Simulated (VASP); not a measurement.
Wanted: the native input for a VASP 6.6.1 run.

```
Task                   : single point
Functional             : PBE
Potentials or basis    : VASP PAW PBE potentials, release 64 (Mn_pv, Si)
Cutoff                 : 520 eV
k mesh                 : 8 × 8 × 8
Occupations            : gaussian, width 0.1 eV
Spin                   : collinear spin, ferromagnetic start
Starting moments       : [5.5, 0.0, 0.0, 0.0, 0.0, 0.0, 0.0] μB
Dipole correction      : no
Further INCAR settings : ALGO = Normal; EDIFF = 1e-06; NBANDS = 32
```

The structure of MnSi6 lies in POSCAR:

```
MnSi6
1.0
    5.8838746481      0.0000000000      0.0000000000
    0.0000000000      5.8838746481      0.0000000000
    0.0000000000      0.0000000000      5.8838746481
Mn Si
1 6
Direct
    0.0000000000      0.0000000000      0.0000000000
    0.5000000000      0.5000000000      0.2040823880
    0.5000000000      0.5000000000      0.7959176120
    0.2040823880      0.5000000000      0.5000000000
    0.7959176120      0.5000000000      0.5000000000
    0.5000000000      0.2040823880      0.5000000000
    0.5000000000      0.7959176120      0.5000000000
```

The cell was generated, and may not be a known phase.

These files were run (other wordings do the same):

INCAR

```
PREC = Accurate
ENCUT = 520
EDIFF = 1E-6
ISMEAR = 0
SIGMA = 0.1
LREAL = F
LASPH = T
NELM = 150
ALGO = Normal
ISIF = 2
LWAVE = F
LCHARG = F
ISPIN = 2
MAGMOM = 5.5 0 0 0 0 0 0
LORBIT = 11
LMAXMIX = 4
GGA = PE
NBANDS = 32
```

KPOINTS

```
regular mesh
0
Gamma
  8 8 8
```

Potentials or basis: VASP PAW PBE potentials, release 64 (Mn_pv, Si).

Launch:

```console
$ cat potpaw_PBE.64/Mn_pv/POTCAR potpaw_PBE.64/Si/POTCAR > POTCAR
$ mpirun -np 1 vasp_std > vasp.out
```

Results of the run:

- Pressure: 0.0 GPa
- Net moment: 4.49 μB per cell
- Site moments: Mn +4.59; Si -0.02 μB
- Valence electrons inside the program's atomic spheres: Mn 11.18; Si 1.61

Run time: 6.1 min on 1 thread of Intel(R) Xeon(R) Platinum 8559C (Emerald Rapids) (shared host), peak memory 0.57 GiB.
